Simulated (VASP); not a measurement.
# MnO2 (fluorite type) (Fm-3m) in VASP: a series of runs

MnO2 (fluorite type) is run at these levels: PBE; tasks: single point.

Everything below comes from runs of VASP 6.6.1. Logs are shortened: lines on timing, memory, paths and dates and some standing lists are left out, and cuts for length are marked.

## Step 1: The cell of the first run

Symmetry: Fm-3m, No. 225, cubic system. The conventional cell has a = 4.710 Å, b = 4.710 Å, c = 4.710 Å, α = 90.00°, β = 90.00°, γ = 90.00°. Mn (site symmetry m-3m) has 8 O at 2.04 Å within 2.7 Å. O (site symmetry -43m) has 4 Mn at 2.04 Å and 6 O at 2.36 Å within 2.7 Å.

## Step 2: Single point, PBE

The input, INCAR:

```
ALGO = Normal
EDIFF = 1E-7
ENCUT = 520
GGA = PE
ISIF = 2
ISMEAR = -1
LASPH = T
LCHARG = F
LREAL = F
LWAVE = F
NBANDS = 20
NELM = 80
PREC = Accurate
SIGMA = 0.06122561905347299
```

The input, KPOINTS:

```
k-points
0
Gamma
  21 21 21
```

The input, POSCAR:

```
MnO2
1.0
    0.0000000000      2.3551999737      2.3551999737
    2.3551999737      0.0000000000      2.3551999737
    2.3551999737      2.3551999737      0.0000000000
Mn O
1 2
Direct
    0.0000000000      0.0000000000      0.0000000000
    0.2500000000      0.2500000000      0.2500000000
    0.7500000000      0.7500000000      0.7500000000
```

Potentials or basis: VASP PAW PBE potentials, release 64 (Mn_pv, O).

Command:

```console
cat potpaw_PBE.64/Mn_pv/POTCAR potpaw_PBE.64/O/POTCAR > POTCAR
mpirun -np 1 vasp_std > vasp.out
```

OUTCAR:

```text
EDIFF = 1E-7
   ENCUT = 520
   GGA = PE
   ISIF = 2
   ISMEAR = -1
   LASPH = T
   LREAL = F
   NELM = 80
   PREC = Accurate

 ion  position               nearest neighbor table
   1  0.000  0.000  0.000-   2 2.04   3 2.04   3 2.04   3 2.04   3 2.04   2 2.04   2 2.04   2 2.04

   2  0.250  0.250  0.250-   1 2.04   1 2.04   1 2.04   1 2.04
   3  0.750  0.750  0.750-   1 2.04   1 2.04   1 2.04   1 2.04

  LATTYP: Found a face centered cubic cell.
 ALAT       =     4.7103999474

  Lattice vectors:

 A1 = (   0.0000000000,   2.3551999737,   2.3551999737)
 A2 = (   2.3551999737,   0.0000000000,   2.3551999737)
 A3 = (   2.3551999737,   2.3551999737,   0.0000000000)

Analysis of symmetry for initial positions (statically):
=====================================================================
 Subroutine PRICEL returns:
 Original cell was already a primitive cell.

 Routine SETGRP: Setting up the symmetry group for a
 face centered cubic supercell.

 Subroutine GETGRP returns: Found 48 space group operations
 (whereof 48 operations were pure point group operations)
 out of a pool of 48 trial point group operations.

The static configuration has the point symmetry O_h .

Analysis of symmetry for dynamics (positions and initial velocities):
=====================================================================
 Subroutine PRICEL returns:
 Original cell was already a primitive cell.

 Routine SETGRP: Setting up the symmetry group for a
 face centered cubic supercell.

 Subroutine GETGRP returns: Found 48 space group operations
 (whereof 48 operations were pure point group operations)
 out of a pool of 48 trial point group operations.

The dynamic configuration has the point symmetry O_h .

 Subroutine INISYM returns: Found 48 space group operations
 (whereof 48 operations are pure point group operations),
 and found     1 'primitive' translations

----------------------------------------------------------------------------------------

                                     Primitive cell

  volume of cell :      26.1284

  direct lattice vectors                    reciprocal lattice vectors
     0.000000000  2.355199974  2.355199974    -0.212296198  0.212296198  0.212296198
     2.355199974  0.000000000  2.355199974     0.212296198 -0.212296198  0.212296198
     2.355199974  2.355199974  0.000000000     0.212296198  0.212296198 -0.212296198

  length of vectors
     3.330755745  3.330755745  3.330755745     0.367707801  0.367707801  0.367707801

  position of ions in fractional coordinates (direct lattice)
     0.000000000  0.000000000  0.000000000
     0.250000000  0.250000000  0.250000000
     0.750000000  0.750000000  0.750000000

  ion indices of the primitive-cell ions
   primitive index   ion index
                 1           1
                 2           2
                 3           3

----------------------------------------------------------------------------------------

 KPOINTS: k-points

Automatic generation of k-mesh.
 Grid dimensions read from file:
 generate k-points for:   21   21   21

 Generating k-lattice:

  Cartesian coordinates                     Fractional coordinates (reciprocal lattice)
    -0.010109343  0.010109343  0.010109343     0.047619048  0.000000000  0.000000000
     0.010109343 -0.010109343  0.010109343     0.000000000  0.047619048  0.000000000
     0.010109343  0.010109343 -0.010109343     0.000000000  0.000000000  0.047619048

  Length of vectors
     0.017509895  0.017509895  0.017509895

  Shift w.r.t. Gamma in fractional coordinates (k-lattice)
     0.000000000  0.000000000  0.000000000

 Subroutine IBZKPT returns following result:
 ===========================================

 Found    286 irreducible k-points:

 Following reciprocal coordinates:
            Coordinates               Weight
  0.000000  0.000000  0.000000      1.000000
  0.047619  0.000000  0.000000      8.000000
  0.095238  0.000000  0.000000      8.000000
  0.142857  0.000000  0.000000      8.000000
  0.190476  0.000000  0.000000      8.000000
  0.238095  0.000000  0.000000      8.000000
[... 16 lines left out ...]
 -0.428571  0.047619  0.000000     24.000000
 -0.380952  0.047619  0.000000     24.000000
 [... further k-points ...]
   k-points           NKPTS =    286   k-points in BZ     NKDIM =    286   number of bands    NBANDS=     20
   number of dos      NEDOS =    301   number of ions     NIONS =      3
   total plane-waves  NPLWV =  21952
   dimension x,y,z NGX =    28 NGY =   28 NGZ =   28
   dimension x,y,z NGXF=    56 NGYF=   56 NGZF=   56
   ions per type =               1   2
   NGX,Y,Z   is equivalent  to a cutoff of  13.98, 13.98, 13.98 a.u.
   NGXF,Y,Z  is equivalent  to a cutoff of  27.95, 27.95, 27.95 a.u.
 SYSTEM =  unknown system
   PREC   = accura    normal or accurate (medium, high low for compatibility)
   ISTART =      0    job   : 0-new  1-cont  2-samecut
   ICHARG =      2    charge: 1-file 2-atom 10-const
   ISPIN  =      1    spin polarized calculation?
   LNONCOLLINEAR =      F non collinear calculations
   LSORBIT =      F    spin-orbit coupling
   LASPH  =      T    aspherical Exc in radial PAW
   ENCUT  =  520.0 eV  38.22 Ry    6.18 a.u.   6.19  6.19  6.19*2*pi/ulx,y,z
   NELM   =     80;   NELMIN=  2; NELMDL= -5     # of ELM steps
   EDIFF  = 0.1E-06   stopping-criterion for ELM
   LREAL  =      F    real-space projection
   EDIFFG = 0.1E-05   stopping-criterion for IOM
   NSW    =      0    number of steps for IOM
   IBRION =     -1    ionic relax: 0-MD 1-quasi-New 2-CG
   NFREE  =      0    steps in history (QN), initial steepest desc. (CG)
   ISIF   =      2    stress and relaxation
   ISYM   =      2    0-nonsym 1-usesym 2-fastsym
   POTIM  = 0.5000    time-step for ionic-motion
   TEBEG  =    0.0;   TEEND  =   0.0 temperature during run
   PSTRESS=    0.0 pullay stress
   NELECT =      25.0000    total number of electrons
   NUPDOWN=      -1.0000    fix difference up-down
   EMIN   =  10.00;   EMAX   =-10.00  energy-range for DOS
   EFERMI =   0.00;   METHOD = LEGACY
   ISMEAR =    -1;   SIGMA  =   0.06  broadening in eV -4-tet -1-fermi 0-gaus
   EFERMI_NEDOS =   21; number of points for ismear=-14 and -15
   IALGO  =     38    algorithm
   IMIX   =      4    mixing-type and parameters
     AMIX     =   0.40;   BMIX     =  1.00
     AMIX_MAG =   1.60;   BMIX_MAG =  1.00
  volume/ion in A,a.u.               =       8.71        58.77
  Fermi-wavevector in a.u.,A,eV,Ry     =   1.613183  3.048474 35.407262  2.602360
  Thomas-Fermi vector in A             =   2.708294
   LORBIT       =      0    0 simple, 1 ext, 2 COOP (PROOUT), +10 PAW based schemes
   GGA     = PE    functional components
   LHFCALC =     F    Hartree Fock is set to
   AEXX    =    0.0000 exact exchange contribution
   IVDW    =     0    specifies the selected vdW correction
   LEPSILON=     F    determine dielectric tensor
   LRPA    =     F    only Hartree local field effects (RPA)
 non-spin polarized calculation
  energy-cutoff  :      520.00
  volume of cell :       26.13
 maximum number of plane-waves:       725
 NGX is ok and might be reduce to    28
   NGX = 13   NGY = 13   NGZ = 13

 number of electron      24.9999989 magnetization

 Free energy of the ion-electron system (eV)
  ---------------------------------------------------
  ext. energy  EPLUGINS =         0.00000000
  ---------------------------------------------------
  free energy    TOTEN  =       -22.07130388 eV

  energy without entropy =      -22.00766040  energy(sigma->0) =      -22.03948214

 E-fermi :   6.2950     XC(G=0): -12.5446

 val. band max:        6.2934461082   @ k =   0.2381   0.2381   0.0000
 cond. band min:       6.2953673354   @ k =  -0.2857   0.3810   0.0952
 fundamental gap:      0.0019212272
 Fermi energy:         6.2949866502

 k-point     1 :       0.0000    0.0000    0.0000
  band No.  band energies     occupation
      1     -42.2252      2.00000
      2     -42.2252      2.00000
      3     -42.2252      2.00000
      4     -14.2235      2.00000
      5      -9.8191      2.00000
      6      -0.0229      2.00000
[... 12 lines left out ...]
     19      19.6723      0.00000
     20      19.6723      0.00000

 k-point     2 :       0.0476    0.0000    0.0000
  band No.  band energies     occupation
      1     -42.2261      2.00000
      2     -42.2253      2.00000
      3     -42.2253      2.00000
      4     -14.1978      2.00000
      5      -9.8537      2.00000
      6      -0.0038      2.00000
[... 12 lines left out ...]
     19      19.7446      0.00000
     20      19.7446      0.00000

 k-point     3 :       0.0952    0.0000    0.0000
  band No.  band energies     occupation
      1     -42.2290      2.00000
      2     -42.2257      2.00000
      3     -42.2257      2.00000
      4     -14.1220      2.00000
      5      -9.9538      2.00000
      6       0.0526      2.00000
[... 12 lines left out ...]
     19      19.9589      0.00000
     20      19.9589      0.00000

 k-point     4 :       0.1429    0.0000    0.0000
  band No.  band energies     occupation
      1     -42.2335      2.00000
      2     -42.2264      2.00000
      3     -42.2264      2.00000
      4     -13.9987      2.00000
      5     -10.1111      2.00000
      6       0.1433      2.00000
[... 12 lines left out ...]
     19      20.3067      0.00000
     20      20.3067      0.00000

 k-point     5 :       0.1905    0.0000    0.0000
  band No.  band energies     occupation
      1     -42.2392      2.00000
      2     -42.2272      2.00000
      3     -42.2272      2.00000
      4     -13.8316      2.00000
      5     -10.3129      2.00000
      6       0.2636      2.00000
[... 12 lines left out ...]
     19      20.7752      0.00000
     20      20.7752      0.00000
[... 353 lines left out ...]
      6       0.9240      2.00000
[... 12 lines left out ...]
     19      24.3243      0.00000
     20      24.4646      0.00000

 k-point    22 :      -0.4762    0.0476    0.0000
  band No.  band energies     occupation
      1     -42.2691      2.00000
      2     -42.2323      2.00000
      3     -42.2317      2.00000
      4     -12.2879      2.00000
      5     -11.9014      2.00000
      6       0.8992      2.00000
[... 12 lines left out ...]
     19      24.4958      0.00000
     20      24.6208      0.00000

 k-point    23 :      -0.4286    0.0476    0.0000
  band No.  band energies     occupation
      1     -42.2678      2.00000
      2     -42.2323      2.00000
      3     -42.2314      2.00000
      4     -12.4835      2.00000
      5     -11.7079      2.00000
      6       0.8284      2.00000
[... 12 lines left out ...]
     19      24.2060      0.00000
     20      24.2817      0.00000

 k-point    24 :      -0.3810    0.0476    0.0000
  band No.  band energies     occupation
      1     -42.2647      2.00000
      2     -42.2319      2.00000
      3     -42.2308      2.00000
      4     -12.7524      2.00000
      5     -11.4427      2.00000
      6       0.7250      2.00000
[... 12 lines left out ...]
     19      23.6486      0.00000
     20      23.6574      0.00000

 [... further k-points ...]
[... 5 lines left out ...]
  --------------------------------------------------------------------------------------
  -------------------------------------------------------------------------------------
  Total       -2.1872315     -2.1872315     -2.1872315     -0.0000000      0.0000000      0.0000000
  in kB     -134.1195152   -134.1195152   -134.1195152     -0.0000000      0.0000000      0.0000000
  external PRESSURE =    -134.1195152 kB  Pullay stress =       0.0000000 kB

 VOLUME and BASIS-vectors are now :
 -----------------------------------------------------------------------------
  energy-cutoff  :      520.00
  volume of cell :       26.13
      direct lattice vectors                 reciprocal lattice vectors
     0.000000000  2.355199974  2.355199974    -0.212296198  0.212296198  0.212296198
     2.355199974  0.000000000  2.355199974     0.212296198 -0.212296198  0.212296198
     2.355199974  2.355199974  0.000000000     0.212296198  0.212296198 -0.212296198

 POSITION                                       TOTAL-FORCE (eV/Angst)
 -----------------------------------------------------------------------------------
      0.00000      0.00000      0.00000         0.000000      0.000000      0.000000
      1.17760      1.17760      1.17760         0.000000      0.000000      0.000000
      3.53280      3.53280      3.53280        -0.000000     -0.000000     -0.000000
 -----------------------------------------------------------------------------------
    total drift:                               -0.000000      0.000000      0.000000

  FREE ENERGIE OF THE ION-ELECTRON SYSTEM (eV)
  ---------------------------------------------------
  free  energy   TOTEN  =       -22.0713038770 eV

  energy  without entropy=      -22.0076604028  energy(sigma->0) =      -22.03948214
```

Wall time 2.1 min (1 thread of AMD EPYC 9R45 (Zen 5), shared host); peak memory 0.23 GiB.

Results:

```
Free energy : -22.0713 eV
Pressure    : -13.4 GPa
```

Levels at points of the mesh, in eV from the Fermi level:
```
           k point  band 9  band 10  band 11  band 12  band 13  band 14  band 15  band 16  band 17  band 18
(0.00, 0.00, 0.00)   -1.23    -1.23    -1.23    -0.72    -0.72     2.79     2.79     2.79     7.60    13.38
```

Caveat: an odd number of electrons without spin polarisation forces a metal; a magnetic or distorted state may lie lower; the run has no spin polarisation, though such a crystal can be magnetic; semilocal functionals often make such compounds metallic where correlation or magnetic order opens a gap, which also shifts bond lengths.

## Step 3: Single point, PBE

This run uses another cell than the first one, of 7.72 Å³/atom, 0.887 times its volume.

The input, INCAR:

```
SYSTEM = MnO2
ALGO = Normal
EDIFF = 1E-6
ENCUT = 520
GGA = PE
ISIF = 2
ISMEAR = -1
LASPH = .True.
LCHARG = .False.
LREAL = .False.
LWAVE = .False.
NBANDS = 20
NELM = 80
PREC = Accurate
SIGMA = 0.06122561905347299
```

The input, KPOINTS:

```
k-points
0
Gamma
  14 14 14
  0 0 0
```

The input, POSCAR:

```
MnO2
1.0
    0.0000000000      2.2627424124      2.2627424124
    2.2627424124      0.0000000000      2.2627424124
    2.2627424124      2.2627424124      0.0000000000
Mn O
1 2
Direct
    0.0000000000      0.0000000000      0.0000000000
    0.2500000000      0.2500000000      0.2500000000
    0.7500000000      0.7500000000      0.7500000000
```

Potentials or basis: VASP PAW PBE potentials, release 64 (Mn_pv, O).

Command:

```console
cat potpaw_PBE.64/Mn_pv/POTCAR potpaw_PBE.64/O/POTCAR > POTCAR
mpirun -np 1 vasp_std > vasp.out
```

OUTCAR:

```text
SYSTEM = MnO2
   EDIFF = 1E-6
   ENCUT = 520
   GGA = PE
   ISIF = 2
   ISMEAR = -1
   LASPH = .True.
   LREAL = .False.
   NELM = 80
   PREC = Accurate

 ion  position               nearest neighbor table
   1  0.000  0.000  0.000-   2 1.96   3 1.96   3 1.96   3 1.96   3 1.96   2 1.96   2 1.96   2 1.96

   2  0.250  0.250  0.250-   1 1.96   1 1.96   1 1.96   1 1.96
   3  0.750  0.750  0.750-   1 1.96   1 1.96   1 1.96   1 1.96

  LATTYP: Found a face centered cubic cell.
 ALAT       =     4.5254848248

  Lattice vectors:

 A1 = (   0.0000000000,   2.2627424124,   2.2627424124)
[... 192 lines left out ...]
      6       0.6826      2.00000
[... 541 lines left out ...]
     19      24.5326      0.00000
     20      24.8359      0.00000

 [... further k-points ...]
[... 5 lines left out ...]
  --------------------------------------------------------------------------------------
  -------------------------------------------------------------------------------------
  Total        3.0298794      3.0298794      3.0298794      0.0000000      0.0000000     -0.0000000
  in kB      209.5079871    209.5079871    209.5079871      0.0000000      0.0000000     -0.0000000
  external PRESSURE =     209.5079871 kB  Pullay stress =       0.0000000 kB

 VOLUME and BASIS-vectors are now :
 -----------------------------------------------------------------------------
  energy-cutoff  :      520.00
  volume of cell :       23.17
      direct lattice vectors                 reciprocal lattice vectors
     0.000000000  2.262742412  2.262742412    -0.220970800  0.220970800  0.220970800
     2.262742412  0.000000000  2.262742412     0.220970800 -0.220970800  0.220970800
     2.262742412  2.262742412  0.000000000     0.220970800  0.220970800 -0.220970800

 POSITION                                       TOTAL-FORCE (eV/Angst)
 -----------------------------------------------------------------------------------
      0.00000      0.00000      0.00000        -0.000000     -0.000000      0.000000
      1.13137      1.13137      1.13137         0.000000      0.000000      0.000000
      3.39411      3.39411      3.39411        -0.000000     -0.000000     -0.000000
 -----------------------------------------------------------------------------------
    total drift:                               -0.000000      0.000000      0.000000

  FREE ENERGIE OF THE ION-ELECTRON SYSTEM (eV)
  ---------------------------------------------------
  free  energy   TOTEN  =       -22.0307420744 eV

  energy  without entropy=      -21.9754285712  energy(sigma->0) =      -22.00308532
```

OSZICAR:

```text
N       E                     dE             d eps       ncg     rms          rms(c)
DAV:   1     0.240494846810E+03    0.24049E+03   -0.14179E+04  4220   0.152E+03
DAV:   2    -0.160622963936E+02   -0.25656E+03   -0.24389E+03  4356   0.419E+02
DAV:   3    -0.299810744526E+02   -0.13919E+02   -0.13790E+02  4716   0.105E+02
DAV:   4    -0.301086535873E+02   -0.12758E+00   -0.12753E+00  4440   0.106E+01
DAV:   5    -0.301097350509E+02   -0.10815E-02   -0.10814E-02  4644   0.996E-01    0.294E+01
DAV:   6    -0.346200009224E+02   -0.45103E+01   -0.20101E+02  4800   0.952E+01    0.447E+01
DAV:   7    -0.230440951333E+02    0.11576E+02   -0.12108E+02  4296   0.987E+01    0.108E+01
DAV:   8    -0.220313458730E+02    0.10127E+01   -0.53346E+00  4568   0.189E+01    0.179E+00
DAV:   9    -0.220310630065E+02    0.28287E-03   -0.16959E-01  4476   0.332E+00    0.927E-01
DAV:  10    -0.220322060068E+02   -0.11430E-02   -0.43607E-02  4236   0.198E+00    0.344E-01
DAV:  11    -0.220312651918E+02    0.94081E-03   -0.25725E-03  4444   0.563E-01    0.203E-01
DAV:  12    -0.220307472142E+02    0.51798E-03   -0.25028E-03  4636   0.504E-01    0.289E-02
DAV:  13    -0.220307574966E+02   -0.10282E-04   -0.25122E-04  4840   0.104E-01    0.465E-02
DAV:  14    -0.220307431514E+02    0.14345E-04   -0.18628E-04  4300   0.124E-01    0.172E-02
DAV:  15    -0.220307419790E+02    0.11724E-05   -0.11739E-05  4104   0.239E-02    0.148E-03
DAV:  16    -0.220307420744E+02   -0.95369E-07   -0.68024E-07  2432   0.746E-03
   1 F= -.22030742E+02 E0= -.22003085E+02  d E =-.553135E-01
```

It took 27 s on 1 thread of Intel Xeon Platinum 8559C (Emerald Rapids), shared host; peak memory 0.16 GiB.

What came out:

```
Free energy : -22.0307 eV
Pressure    : 21.0 GPa
```

Levels at points of the mesh, in eV from the Fermi level:
| k point | band 10 | band 11 | band 12 | band 13 | band 14 | band 15 | band 16 | band 17 |
| --- | --- | --- | --- | --- | --- | --- | --- | --- |
| (0.00, 0.00, 0.00) | -1.43 | -1.43 | -0.91 | -0.91 | 3.29 | 3.29 | 3.29 | 8.69 |
| (0.50, 0.00, 0.00) | -3.63 | -3.63 | -0.64 | -0.64 | 0.81 | 3.05 | 3.05 | 11.33 |
| (0.50, 0.50, 0.00) | -3.21 | -0.37 | -0.23 | -0.18 | 0.86 | 2.62 | 2.62 | 11.37 |

Caveat: an odd number of electrons without spin polarisation forces a metal; a magnetic or distorted state may lie lower; the run has no spin polarisation, though such a crystal can be magnetic; semilocal functionals often make such compounds metallic where correlation or magnetic order opens a gap, which also shifts bond lengths. Spin polarisation is off, so any magnetic state and its effect on volume and gap are missing.
